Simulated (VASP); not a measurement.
A run of VASP 6.6.1:

Contents of POSCAR:

```
PbSe
1.0
    0.0000000000      3.0696893639      3.0696893639
    3.0696893639      0.0000000000      3.0696893639
    3.0696893639      3.0696893639      0.0000000000
Pb Se
1 1
Direct
    0.0000000000      0.0000000000      0.0000000000
    0.5000000000      0.5000000000      0.5000000000
```

INCAR.step1

```
SYSTEM = PbSe
PREC = Accurate ; ENCUT = 520
EDIFF = 1E-5 ; ISMEAR = 0
SIGMA = 0.01 ; LREAL = .False.
LASPH = .True. ; NELM = 100
ALGO = Normal ; ISIF = 2
LWAVE = .True. ; LCHARG = .False.
NBANDS = 17 ; GGA = PE
```

The input INCAR.step2:

```
SYSTEM = PbSe
PREC = Accurate ; ENCUT = 520
EDIFF = 1E-6 ; ISMEAR = 0
SIGMA = 0.01 ; LREAL = .False.
LASPH = .True. ; NELM = 100
ALGO = Normal ; ISIF = 2
LWAVE = .False. ; LCHARG = .False.
GGA = PE ; LHFCALC = .True.
AEXX = 1.0 ; HFSCREEN = 0.3
PRECFOCK = Normal ; NBANDS = 17
ISTART = 1 ; ALDAC = 1.0
AGGAC = 1.0
```

File KPOINTS:

```
regular mesh
0
Gamma
  4 4 4
  0 0 0
```

Potentials or basis: VASP PAW PBE potentials, release 64 (Pb_d, Se).

Launch:

```bash
$ cat potpaw_PBE.64/Pb_d/POTCAR potpaw_PBE.64/Se/POTCAR > POTCAR
$ cp INCAR.step1 INCAR
$ mpirun -np 1 vasp_std > vasp.out
$ cp INCAR.step2 INCAR
$ mpirun -np 1 vasp_std > vasp.out
```

Hardware: 1 thread of Intel(R) Xeon(R) Platinum 8488C (Sapphire Rapids) (shared host).

Task: Estimate the wall time of this run.

Result: Run time: 30 min on 1 thread of Intel(R) Xeon(R) Platinum 8488C (Sapphire Rapids), on a shared host, peak memory 0.3 GiB. Counts: k points 8.
